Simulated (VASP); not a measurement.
Ir: single point with LDA

Ir:

```xyz
2
Lattice="2.8094 0.0000 0.0000 -1.4047 2.4330 0.0000 0.0000 0.0000 4.5551" Properties=species:S:1:pos:R:3 pbc="T T T"
Ir    1.4047    0.8110    3.4164
Ir    0.0000    1.6220    1.1388
```

This isn't the form of Ir at room conditions, which is fcc.

```json
{
  "Program": "VASP 6.6.1",
  "Task": "single point",
  "Functional": "LDA",
  "Potentials or basis": "VASP PAW LDA potentials, release 64 (Ir)",
  "Cutoff": "520 eV",
  "k mesh": "21 × 21 × 12",
  "Occupations": "gaussian, width 0.15 eV",
  "Spin": "collinear spin",
  "Starting moments": "[0.7, 0.7] μB",
  "Fixed moment": "1.4 μB"
}
```

| Property | Result |
| --- | --- |
| Pressure | -29.2 GPa |
| Net moment | 1.40 μB per cell |
| Site moments | Ir +0.68 μB |
| Valence electrons inside the program's atomic spheres | Ir 8.12 |

Stress tensor (GPa, compression positive):
```
-28.79   0.00   0.00
  0.00 -28.79   0.00
  0.00   0.00 -29.91
```

Run time: 99 s on 1 thread of Intel(R) Xeon(R) 6975P-C (Granite Rapids), on a shared host, peak memory 0.37 GiB.

Caveat: the cell stands under tension; the total moment is fixed, so each spin has its own Fermi level.
